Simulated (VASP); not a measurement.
Here is a VASP 6.6.1 calculation.

The input INCAR:

```
SYSTEM = SrTiO3
  PREC = Accurate
  ENCUT = 520
  EDIFF = 1E-6
  ISMEAR = -1
  SIGMA = 0.02
  LREAL = .False.
  LASPH = .True.
  NELM = 100
  ALGO = Normal
  ISIF = 2
  LWAVE = .False.
  LCHARG = .False.
  GGA = PE
  NBANDS = 51
```

KPOINTS

```
Automatic mesh
0
Gamma
  8 8 8
  0 0 0
```

Contents of POSCAR:

```
SrTiO3
1.0
   -2.7555000000      2.7555000000      3.8200400000
    2.7555000000     -2.7555000000      3.8200400000
    2.7555000000      2.7555000000     -3.8200400000
Sr Ti O
2 2 6
Direct
    0.7500000000      0.2500000000      0.5000000000
    0.2500000000      0.7500000000      0.5000000000
    0.0000000000      0.0000000000      0.0000000000
    0.5000000000      0.5000000000      0.0000000000
    0.2500000000      0.2500000000      0.0000000000
    0.7500000000      0.7500000000      0.0000000000
    0.7283236544      0.2283236544      0.9566473088
    0.2283236544      0.2716763456      0.5000000000
    0.2716763456      0.7716763456      0.0433526912
    0.7716763456      0.7283236544      0.5000000000
```

Potentials or basis: VASP PAW PBE potentials, release 64 (Sr_sv, Ti_sv, O).

Command:

```bash
$ cat potpaw_PBE.64/Sr_sv/POTCAR potpaw_PBE.64/Ti_sv/POTCAR potpaw_PBE.64/O/POTCAR > POTCAR
$ mpirun -np 1 vasp_std > vasp.out
```

Problem. Predict the band gap on the k mesh.

Solution. 1.96 eV.

Problem. What does it give for the largest force?

Solution. 0.023 eV/Å.

Forces in eV/Å, atoms in the order of the input:
```
Sr   0.000  0.000  0.000
Sr   0.000  0.000  0.000
Ti   0.000  0.000  0.000
Ti   0.000  0.000  0.000
O    0.000  0.000  0.000
O    0.000  0.000  0.000
O    0.016  0.016  0.000
O   -0.016  0.016  0.000
O   -0.016 -0.016  0.000
O    0.016 -0.016  0.000
```

Caveat: the cell differs from its parent crystal (z stretched by -2 %, then relaxed in part). A k mesh can miss the band edges.
